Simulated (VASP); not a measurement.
Wanted: the native input for a VASP 6.6.1 run.

```yaml
Task: single point
Functional: PBE
Potentials_or_basis: VASP PAW PBE potentials, release 64 (Nb_sv)
Cutoff: 520 eV
k_mesh: 7 × 7 × 1
Occupations: fermi-dirac, width 0.1 eV
Spin: no spin polarisation
Dipole_correction: yes
Further_INCAR_settings: ALGO = Normal; EDIFF = 1e-06; NBANDS = 40
```

The structure of Nb lies in POSCAR:

```
Nb
1.0
    2.8820459413      0.0000000000      0.0000000000
   -0.9606819804      2.7172189717      0.0000000000
    0.0000000000      0.0000000000     24.4127226284
Nb
5
Direct
    0.5000000000      0.5000000000      0.3072168604
    0.0000000000      0.0000000000      0.4036084302
    0.5000000000      0.5000000000      0.5000000000
    0.0000000000      0.0000000000      0.5963915698
    0.5000000000      0.5000000000      0.6927831396
```

One way to write it, as run:

INCAR

```
SYSTEM = Nb
  ALGO = Normal
  DIPOL = 0.5 0.5 0.500
  EDIFF = 1E-6
  ENCUT = 520
  GGA = PE
  IDIPOL = 3
  ISIF = 2
  ISMEAR = -1
  LASPH = .TRUE.
  LCHARG = .TRUE.
  LDIPOL = .TRUE.
  LELF = .TRUE.
  LREAL = .FALSE.
  LVACPOTAV = .TRUE.
  LVHAR = .TRUE.
  LWAVE = .FALSE.
  NBANDS = 40
  NELM = 100
  PREC = Accurate
  SIGMA = 0.1
```

KPOINTS

```
k-points
0
G
  7 7 1
  0 0 0
```

Potentials or basis: VASP PAW PBE potentials, release 64 (Nb_sv).

Command:

```console
$ cat potpaw_PBE.64/Nb_sv/POTCAR > POTCAR
$ mpirun -np 1 vasp_std > vasp.out
```

It gave:

| Item | Value |
| --- | --- |
| Largest force | 0.555 eV/Å |

Wall time 2.6 min on 1 thread of Intel(R) Xeon(R) Platinum 8488C (Sapphire Rapids) (shared host), peak memory 0.35 GiB.
